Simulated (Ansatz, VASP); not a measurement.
**Two plane-wave programs on Bi**

```
Bi
1.0
     3.25730    0.00000    0.00000
     0.00000    3.25730    0.00000
     0.00000    0.00000    3.25730
Bi
1
Cartesian
  0.0000 0.0000 0.0000
```

Alike in both runs: task relaxation of cell and atoms; functional PBE; k mesh 13 × 13 × 13; occupations fermi-dirac, width 0.08 eV; no spin polarisation.

```csv
,VASP,Ansatz
version,VASP 6.6.1,Ansatz 0.2.0
potentials or method,"VASP PAW PBE potentials, release 64 (Bi_d)","PAW with Ansatz's default frozen-core files, scalar-relativistic"
plane-wave cutoff (eV),600,420
valence electrons in the cell,15,15
```

Ansatz gave:

```
relaxed volume (Å³/atom)                                     : 35.11
relaxed cell length with the largest relative difference (Å) : 3.275
```

Problem. What did VASP give for the same quantities?

Solution. Relaxed volume (Å³/atom): 35.09; relaxed cell length with the largest relative difference (Å): 3.274.

Neither program's run includes spin-orbit coupling.
